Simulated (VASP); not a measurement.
# KI (F-43m) in VASP: settings compared, part 2 of 2

VASP 6.6.1.

**4. Single point, PBE-based screened hybrid with 15 % exact exchange**

Contents of POSCAR:

```
KI
1.0
    0.0000000000      3.9658942823      3.9658942823
    3.9658942823      0.0000000000      3.9658942823
    3.9658942823      3.9658942823      0.0000000000
K I
1 1
Direct
    0.0000000000      0.0000000000      0.0000000000
    0.2500000000      0.2500000000      0.2500000000
```

Contents of INCAR.step1:

```
SYSTEM = KI
PREC     = Accurate       ! precision mode
ENCUT    = 520            ! plane-wave cutoff, eV
EDIFF    = 1E-5           ! SCF threshold, eV
ISMEAR   = 0              ! smearing method
SIGMA    = 0.01           ! smearing width, eV
LREAL    = .FALSE.        ! projectors in reciprocal space
LASPH    = .TRUE.         ! aspherical terms in the spheres
NELM     = 100            ! most SCF steps
ALGO     = Normal         ! electronic algorithm
ISIF     = 2              ! what is computed and relaxed
LWAVE    = .TRUE.         ! write WAVECAR
LCHARG   = .FALSE.        ! write CHGCAR
NBANDS   = 15             ! bands
GGA      = PE             ! functional
```

Contents of INCAR.step2:

```
SYSTEM = KI
PREC     = Accurate       ! precision mode
ENCUT    = 520            ! plane-wave cutoff, eV
EDIFF    = 1E-7           ! SCF threshold, eV
ISMEAR   = 0              ! smearing method
SIGMA    = 0.01           ! smearing width, eV
LREAL    = .FALSE.        ! projectors in reciprocal space
LASPH    = .TRUE.         ! aspherical terms in the spheres
NELM     = 100            ! most SCF steps
ALGO     = Normal         ! electronic algorithm
ISIF     = 2              ! what is computed and relaxed
LWAVE    = .FALSE.        ! write WAVECAR
LCHARG   = .FALSE.        ! write CHGCAR
GGA      = PE             ! functional
LHFCALC  = .TRUE.         ! exact exchange
AEXX     = 0.15           ! exact-exchange fraction
HFSCREEN = 0.3            ! screening, 1/A
PRECFOCK = Normal       
NBANDS   = 15             ! bands
ISTART   = 1
```

Contents of KPOINTS:

```
regular mesh
0
G
  4 4 4
  0 0 0
```

Potentials or basis: VASP PAW PBE potentials, release 64 (K_sv, I).

The run is started by

```console
$ cat potpaw_PBE.64/K_sv/POTCAR potpaw_PBE.64/I/POTCAR > POTCAR
$ cp INCAR.step1 INCAR
$ mpirun -np 1 vasp_std > vasp.out
$ cp INCAR.step2 INCAR
$ mpirun -np 1 vasp_std > vasp.out
```

OUTCAR:

```text
SYSTEM = KI
   PREC = Accurate
   ENCUT = 520
   EDIFF = 1E-7
   ISMEAR = 0
   LREAL = .FALSE.
   LASPH = .TRUE.
   NELM = 100
   ISIF = 2
   GGA = PE
   LHFCALC = .TRUE.
   AEXX = 0.15
   HFSCREEN = 0.3
   PRECFOCK = Normal
   ISTART = 1

 ion  position               nearest neighbor table
   1  0.000  0.000  0.000-   2 3.43   2 3.43   2 3.43   2 3.43
   2  0.250  0.250  0.250-   1 3.43   1 3.43   1 3.43   1 3.43

  LATTYP: Found a face centered cubic cell.
 ALAT       =     7.9317885646

  Lattice vectors:

 A1 = (   0.0000000000,   3.9658942823,   3.9658942823)
 A2 = (   3.9658942823,   0.0000000000,   3.9658942823)
 A3 = (   3.9658942823,   3.9658942823,   0.0000000000)

Analysis of symmetry for initial positions (statically):
=====================================================================
 Subroutine PRICEL returns:
 Original cell was already a primitive cell.

 Routine SETGRP: Setting up the symmetry group for a
 face centered cubic supercell.

 Subroutine GETGRP returns: Found 24 space group operations
 (whereof 24 operations were pure point group operations)
 out of a pool of 48 trial point group operations.

The static configuration has the point symmetry T_d .

Analysis of symmetry for dynamics (positions and initial velocities):
=====================================================================
 Subroutine PRICEL returns:
 Original cell was already a primitive cell.

 Routine SETGRP: Setting up the symmetry group for a
 face centered cubic supercell.

 Subroutine GETGRP returns: Found 24 space group operations
 (whereof 24 operations were pure point group operations)
 out of a pool of 48 trial point group operations.

The dynamic configuration has the point symmetry T_d .

 Subroutine INISYM returns: Found 24 space group operations
 (whereof 24 operations are pure point group operations),
 and found     1 'primitive' translations

----------------------------------------------------------------------------------------

                                     Primitive cell

  volume of cell :     124.7537

  direct lattice vectors                    reciprocal lattice vectors
     0.000000000  3.965894282  3.965894282    -0.126074969  0.126074969  0.126074969
     3.965894282  0.000000000  3.965894282     0.126074969 -0.126074969  0.126074969
     3.965894282  3.965894282  0.000000000     0.126074969  0.126074969 -0.126074969

  length of vectors
     5.608621481  5.608621481  5.608621481     0.218368252  0.218368252  0.218368252

  position of ions in fractional coordinates (direct lattice)
     0.000000000  0.000000000  0.000000000
     0.250000000  0.250000000  0.250000000

  ion indices of the primitive-cell ions
   primitive index   ion index
                 1           1
                 2           2

----------------------------------------------------------------------------------------

 KPOINTS: regular mesh

Automatic generation of k-mesh.
 Grid dimensions read from file:
 generate k-points for:    4    4    4

 Generating k-lattice:

[... 32 lines left out ...]
   NGX,Y,Z   is equivalent  to a cutoff of  12.45, 12.45, 12.45 a.u.
   NGXF,Y,Z  is equivalent  to a cutoff of  24.90, 24.90, 24.90 a.u.
 SYSTEM =  KI
   PREC   = accura    normal or accurate (medium, high low for compatibility)
   ISTART =      1    job   : 0-new  1-cont  2-samecut
   ICHARG =      0    charge: 1-file 2-atom 10-const
   ISPIN  =      1    spin polarized calculation?
   LNONCOLLINEAR =      F non collinear calculations
   LSORBIT =      F    spin-orbit coupling
   LASPH  =      T    aspherical Exc in radial PAW
   ENCUT  =  520.0 eV  38.22 Ry    6.18 a.u.  10.43 10.43 10.43*2*pi/ulx,y,z
   NELM   =    100;   NELMIN=  2; NELMDL=  0     # of ELM steps
   EDIFF  = 0.1E-06   stopping-criterion for ELM
   LREAL  =      F    real-space projection
   EDIFFG = 0.1E-05   stopping-criterion for IOM
   NSW    =      0    number of steps for IOM
   IBRION =     -1    ionic relax: 0-MD 1-quasi-New 2-CG
   NFREE  =      0    steps in history (QN), initial steepest desc. (CG)
   ISIF   =      2    stress and relaxation
   ISYM   =      3    0-nonsym 1-usesym 2-fastsym
   POTIM  = 0.5000    time-step for ionic-motion
   TEBEG  =    0.0;   TEEND  =   0.0 temperature during run
   PSTRESS=    0.0 pullay stress
   NELECT =      16.0000    total number of electrons
   NUPDOWN=      -1.0000    fix difference up-down
   EMIN   =  10.00;   EMAX   =-10.00  energy-range for DOS
   EFERMI =   0.00;   METHOD = LEGACY
   ISMEAR =     0;   SIGMA  =   0.01  broadening in eV -4-tet -1-fermi 0-gaus
   EFERMI_NEDOS =   21; number of points for ismear=-14 and -15
   IALGO  =     38    algorithm
   IMIX   =      1    mixing-type and parameters
     AMIX     =   0.40;   BMIX     =  1.00
     AMIX_MAG =   1.60;   BMIX_MAG =  1.00
  volume/ion in A,a.u.               =      62.38       420.94
  Fermi-wavevector in a.u.,A,eV,Ry     =   0.825589  1.560136  9.273684  0.681597
  Thomas-Fermi vector in A             =   1.937473
   LORBIT       =      0    0 simple, 1 ext, 2 COOP (PROOUT), +10 PAW based schemes
   GGA     = PE    functional components
   LHFCALC =     T    Hartree Fock is set to
   PRECFOCK=normal    Normal, Fast or Accurate (Low or Medium for compatibility)
   ENCUT4O =  -1.0   cutoff for four orbital integrals eV
   NKREDX  =     1    reduce k-point grid by
   NKREDY  =     1    reduce k-point grid by
   NKREDZ  =     1    reduce k-point grid by
   AEXX    =    0.1500 exact exchange contribution
   HFSCREEN=    0.3000 screening length (either q_TF or 0.3 A-1)
   HFSCREENC=   0.3000 screening length for correlation (either q_TF or 0.3 A-1)
   ENCUTFOCK=  -1.0 apply spherical cutoff to Coloumb kernel
   IVDW    =     0    specifies the selected vdW correction
   LEPSILON=     F    determine dielectric tensor
   LRPA    =     F    only Hartree local field effects (RPA)
 non-spin polarized calculation
 Gauss-broadening in eV      SIGMA  =   0.01
  energy-cutoff  :      520.00
  volume of cell :      124.75
 maximum number of plane-waves:      3383
 NGX is ok and might be reduce to    42
  NGX = 32; NGY = 32; NGZ = 32

 number of electron      16.0000003 magnetization

 Free energy of the ion-electron system (eV)
  ---------------------------------------------------
  ext. energy  EPLUGINS =         0.00000000
  ---------------------------------------------------
  free energy    TOTEN  =        -5.77734383 eV

  energy without entropy =       -5.77734383  energy(sigma->0) =       -5.77734383

 E-fermi :  -2.4333     XC(G=0):  -5.2839

 val. band max:       -2.5371724543   @ k =   0.0000   0.0000   0.0000
 cond. band min:       1.8299825484   @ k =   0.0000   0.0000   0.0000
 fundamental gap:      4.3671550026
 Fermi energy:        -2.4332602152

 k-point     1 :       0.0000    0.0000    0.0000
  band No.  band energies     occupation
      1     -32.3563      2.00000
      2     -15.0487      2.00000
      3     -15.0487      2.00000
      4     -15.0487      2.00000
      5     -13.0349      2.00000
      6      -2.5372      2.00000
      7      -2.5372      2.00000
      8      -2.5372      2.00000
      9       1.8300      0.00000
     10       5.5932      0.00000
     11       5.5932      0.00000
     12       6.1300      0.00000
     13       6.1300      0.00000
     14       6.1300      0.00000
[... 113 lines left out ...]
      2     -15.1195      2.00000
      3     -15.0588      2.00000
      4     -15.0564      2.00000
      5     -12.8963      2.00000
      6      -2.8530      2.00000
      7      -2.7851      2.00000
      8      -2.6086      2.00000
      9       3.5140      0.00000
     10       4.4210      0.00000
     11       5.4228      0.00000
     12       5.5439      0.00000
     13       6.4972      0.00000
     14       6.9228      0.00000
     15       7.3338      0.00000

------------------------ aborting loop because EDIFF is reached ----------------------------------------

  FORCE on cell =-STRESS in cart. coord.  units (eV):
  Direction    XX          YY          ZZ          XY          YZ          ZX
  --------------------------------------------------------------------------------------
  -------------------------------------------------------------------------------------
  Total        0.1018551      0.1018551      0.1018551     -0.0000000      0.0000000     -0.0000000
  in kB        1.3080968      1.3080968      1.3080968     -0.0000000      0.0000000     -0.0000000
  external PRESSURE =       1.3080968 kB  Pullay stress =       0.0000000 kB

 VOLUME and BASIS-vectors are now :
 -----------------------------------------------------------------------------
  energy-cutoff  :      520.00
  volume of cell :      124.75
      direct lattice vectors                 reciprocal lattice vectors
     0.000000000  3.965894282  3.965894282    -0.126074969  0.126074969  0.126074969
     3.965894282  0.000000000  3.965894282     0.126074969 -0.126074969  0.126074969
     3.965894282  3.965894282  0.000000000     0.126074969  0.126074969 -0.126074969

 POSITION                                       TOTAL-FORCE (eV/Angst)
 -----------------------------------------------------------------------------------
      0.00000      0.00000      0.00000         0.000000      0.000000      0.000000
      1.98295      1.98295      1.98295        -0.000000     -0.000000     -0.000000
 -----------------------------------------------------------------------------------
    total drift:                                0.000000     -0.000000     -0.000000

  FREE ENERGIE OF THE ION-ELECTRON SYSTEM (eV)
  ---------------------------------------------------
  free  energy   TOTEN  =        -5.7773438346 eV

  energy  without entropy=       -5.7773438346  energy(sigma->0) =       -5.77734383
```

Wall time 8.1 min (1 thread of Intel Xeon 6975P-C (Granite Rapids), shared host); peak memory 0.38 GiB.

Results:

- Free energy: -5.7773 eV
- Pressure: 0.1 GPa
- Band gap on the k mesh: 4.37 eV

Caveat: the PAW data sets were made with another functional, which shifts forces and pressure a little; spin-orbit coupling is left out, which moves the levels of the heavy elements.

**5. Single point, PBE-based screened hybrid with 5 % exact exchange**

POSCAR is that of step 4.

INCAR.step1 is that of step 4.

INCAR.step2: that of step 4 with these lines changed.

```diff
@@ -3,3 +3,3 @@
 ENCUT    = 520            ! plane-wave cutoff, eV
-EDIFF    = 1E-7           ! SCF threshold, eV
+EDIFF    = 1E-6           ! SCF threshold, eV
 ISMEAR   = 0              ! smearing method
@@ -15,3 +15,3 @@
 LHFCALC  = .TRUE.         ! exact exchange
-AEXX     = 0.15           ! exact-exchange fraction
+AEXX     = 0.05           ! exact-exchange fraction
 HFSCREEN = 0.3            ! screening, 1/A
```

Contents of KPOINTS:

```
Automatic mesh
0
G
  4 4 4
  0 0 0
```

Potentials or basis: VASP PAW PBE potentials, release 64 (K_sv, I).

The run is started by

```console
$ cat potpaw_PBE.64/K_sv/POTCAR potpaw_PBE.64/I/POTCAR > POTCAR
$ cp INCAR.step1 INCAR
$ mpirun -np 1 vasp_std > vasp.out
$ cp INCAR.step2 INCAR
$ mpirun -np 1 vasp_std > vasp.out
```

OUTCAR:

```text
SYSTEM = KI
   PREC = Accurate
   ENCUT = 520
   EDIFF = 1E-6
   ISMEAR = 0
   LREAL = .FALSE.
   LASPH = .TRUE.
   NELM = 100
   ISIF = 2
   GGA = PE
   LHFCALC = .TRUE.
   AEXX = 0.05
   HFSCREEN = 0.3
   PRECFOCK = Normal
   ISTART = 1

 ion  position               nearest neighbor table
   1  0.000  0.000  0.000-   2 3.43   2 3.43   2 3.43   2 3.43
   2  0.250  0.250  0.250-   1 3.43   1 3.43   1 3.43   1 3.43

  LATTYP: Found a face centered cubic cell.
 ALAT       =     7.9317885646

  Lattice vectors:

 A1 = (   0.0000000000,   3.9658942823,   3.9658942823)
 A2 = (   3.9658942823,   0.0000000000,   3.9658942823)
 A3 = (   3.9658942823,   3.9658942823,   0.0000000000)

Analysis of symmetry for initial positions (statically):
=====================================================================
 Subroutine PRICEL returns:
 Original cell was already a primitive cell.

 Routine SETGRP: Setting up the symmetry group for a
 face centered cubic supercell.

 Subroutine GETGRP returns: Found 24 space group operations
 (whereof 24 operations were pure point group operations)
 out of a pool of 48 trial point group operations.

[... 167 lines left out ...]
      5     -12.4784      2.00000
      6      -2.3025      2.00000
      7      -2.3025      2.00000
      8      -2.3025      2.00000
      9       1.7732      0.00000
     10       5.4377      0.00000
     11       5.4377      0.00000
     12       6.0284      0.00000
     13       6.0284      0.00000
     14       6.0284      0.00000
[... 113 lines left out ...]
      2     -14.5125      2.00000
      3     -14.4547      2.00000
      4     -14.4522      2.00000
      5     -12.3461      2.00000
      6      -2.6160      2.00000
      7      -2.5476      2.00000
      8      -2.3714      2.00000
      9       3.4496      0.00000
     10       4.3332      0.00000
     11       5.2970      0.00000
     12       5.4542      0.00000
     13       6.3221      0.00000
     14       6.7114      0.00000
     15       7.1070      0.00000

------------------------ aborting loop because EDIFF is reached ----------------------------------------

  FORCE on cell =-STRESS in cart. coord.  units (eV):
  Direction    XX          YY          ZZ          XY          YZ          ZX
  --------------------------------------------------------------------------------------
  -------------------------------------------------------------------------------------
  Total        0.1299043      0.1299043      0.1299043     -0.0000000      0.0000000     -0.0000000
  in kB        1.6683252      1.6683252      1.6683252     -0.0000000      0.0000000     -0.0000000
  external PRESSURE =       1.6683252 kB  Pullay stress =       0.0000000 kB

 VOLUME and BASIS-vectors are now :
 -----------------------------------------------------------------------------
  energy-cutoff  :      520.00
  volume of cell :      124.75
      direct lattice vectors                 reciprocal lattice vectors
     0.000000000  3.965894282  3.965894282    -0.126074969  0.126074969  0.126074969
     3.965894282  0.000000000  3.965894282     0.126074969 -0.126074969  0.126074969
     3.965894282  3.965894282  0.000000000     0.126074969  0.126074969 -0.126074969

 POSITION                                       TOTAL-FORCE (eV/Angst)
 -----------------------------------------------------------------------------------
      0.00000      0.00000      0.00000        -0.000000     -0.000000      0.000000
      1.98295      1.98295      1.98295         0.000000      0.000000     -0.000000
 -----------------------------------------------------------------------------------
    total drift:                                0.000002     -0.000002     -0.000000

  FREE ENERGIE OF THE ION-ELECTRON SYSTEM (eV)
  ---------------------------------------------------
  free  energy   TOTEN  =        -5.5134561381 eV

  energy  without entropy=       -5.5134561381  energy(sigma->0) =       -5.51345614
```

OUTCAR.step1:

```text
SYSTEM = KI
   PREC = Accurate
   ENCUT = 520
   EDIFF = 1E-5
   ISMEAR = 0
   LREAL = .FALSE.
   LASPH = .TRUE.
[... 347 lines left out ...]
      0.00000      0.00000      0.00000         0.000000     -0.000000      0.000000
      1.98295      1.98295      1.98295        -0.000000      0.000000     -0.000000
 -----------------------------------------------------------------------------------
    total drift:                               -0.000000     -0.000000     -0.000000

  FREE ENERGIE OF THE ION-ELECTRON SYSTEM (eV)
  ---------------------------------------------------
  free  energy   TOTEN  =        -5.3859644537 eV

  energy  without entropy=       -5.3859644537  energy(sigma->0) =       -5.38596445
```

OSZICAR.step1:

```text
N       E                     dE             d eps       ncg     rms          rms(c)
DAV:   1     0.971573090492E+02    0.97157E+02   -0.62825E+03   240   0.883E+02
DAV:   2     0.148576321430E+01   -0.95672E+02   -0.87571E+02   324   0.206E+02
DAV:   3    -0.519630934177E+01   -0.66821E+01   -0.66425E+01   338   0.483E+01
DAV:   4    -0.556645512149E+01   -0.37015E+00   -0.37006E+00   408   0.106E+01
DAV:   5    -0.556827490514E+01   -0.18198E-02   -0.18198E-02   345   0.884E-01    0.295E+00
DAV:   6    -0.538961693706E+01    0.17866E+00   -0.20217E-01   289   0.213E+00    0.216E+00
DAV:   7    -0.536644270230E+01    0.23174E-01   -0.21474E-01   324   0.191E+00    0.929E-01
DAV:   8    -0.538239031546E+01   -0.15948E-01   -0.22472E-02   302   0.828E-01    0.144E-01
DAV:   9    -0.538484822505E+01   -0.24579E-02   -0.33129E-03   275   0.256E-01    0.111E-01
DAV:  10    -0.538582218951E+01   -0.97396E-03   -0.57510E-04   256   0.138E-01    0.236E-02
DAV:  11    -0.538594013635E+01   -0.11795E-03   -0.14390E-04   268   0.638E-02    0.216E-02
DAV:  12    -0.538596385140E+01   -0.23715E-04   -0.25449E-05   260   0.345E-02    0.877E-03
DAV:  13    -0.538596445366E+01   -0.60226E-06   -0.41490E-07   267   0.501E-03
   1 F= -.53859645E+01 E0= -.53859645E+01  d E =-.126097E-14
```

It took 4.1 min on 1 thread of Intel Xeon 6975P-C (Granite Rapids), shared host; peak memory 0.39 GiB.

What came out:

```
Free energy            : -5.5135 eV
Pressure               : 0.2 GPa
Band gap on the k mesh : 4.08 eV
```

Levels at points of the mesh, in eV from the valence-band top:
```csv
k point,band 6,band 7,band 8,band 9,band 10,band 11
"(0.00, 0.00, 0.00)",0.00,0.00,0.00,4.08,7.74,7.74
"(0.50, 0.00, 0.00)",-0.46,-0.01,-0.01,5.82,6.66,7.29
"(0.50, 0.50, 0.00)",-0.48,-0.06,-0.06,5.43,6.41,8.08
```

Caveat: the PAW data sets were made with another functional, which shifts forces and pressure a little; spin-orbit coupling is left out, which moves the levels of the heavy elements.

**6. Summary**

```csv
level,grid for exact exchange (PRECFOCK),share of exact exchange,screening parameter,gap on the mesh (eV),pressure (GPa)
PBEsol,-,-,-,3.93,-0.2
HSE06,Normal,0.25,0.2079 1/Å,4.88,0.1
PBE-based screened hybrid with 15 % exact exchange,Normal,0.15,0.3 1/Å,4.37,0.1
PBE-based screened hybrid with 5 % exact exchange,Normal,0.05,0.3 1/Å,4.08,0.2
```

Alike in all rows: task single point; potentials or basis VASP PAW PBE potentials, release 64 (K_sv, I); no spin polarisation; cell as given; k mesh 4 × 4 × 4; cutoff (eV) 520; smearing gaussian 0.01 eV.

On the cell as given the gap runs from 3.93 eV (PBEsol) to 4.88 eV (HSE06). The pressure there spans -0.2 GPa (PBEsol) to 0.2 GPa (PBE-based screened hybrid with 5 % exact exchange); a positive pressure means that this level wants a larger cell, a negative one a smaller.

Caveats: the PAW data sets were made with another functional, which shifts forces and pressure a little; spin-orbit coupling is left out, which moves the levels of the heavy elements.

Absolute energies hang on the potentials; compare differences alone.
